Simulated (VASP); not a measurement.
A run of VASP 6.6.1 is set up as follows.

File INCAR:

```
ALGO = Normal
DIPOL = 0.5 0.5 0.291
EDIFF = 1E-7
ENCUT = 520
GGA = PE
IDIPOL = 3
ISIF = 2
ISMEAR = 0
LASPH = T
LCHARG = F
LDIPOL = T
LREAL = F
LWAVE = F
NBANDS = 26
NELM = 80
PREC = Accurate
SIGMA = 0.1
```

Contents of KPOINTS:

```
k-points
0
Gamma
  12 12 1
```

Contents of POSCAR:

```
YCl
1.0
    3.7458963520      0.0000002882      0.0000000000
   -1.8729484256      3.2440412567      0.0000000000
    0.0000000000      0.0000000000     36.0981712000
Y Cl
2 2
Direct
    0.6666666667      0.3333333333      0.2515150439
    0.3333333333      0.6666666667      0.3302318785
    0.0000000000      0.0000000000      0.2030806545
    0.0000000000      0.0000000000      0.3786662679
```

Potentials or basis: VASP PAW PBE potentials, release 64 (Y_sv, Cl).

The run is started by

```console
$ cat potpaw_PBE.64/Y_sv/POTCAR potpaw_PBE.64/Cl/POTCAR > POTCAR
$ mpirun -np 1 vasp_std > vasp.out
```

(1) What does it give for the largest force?

(2) Estimate the band gap on the k mesh.

## Answers

(1) 0.011 eV/Å.

(2) zero (band 18 reaches -2.62 eV, above the bottom of band 19 at -2.69 eV).
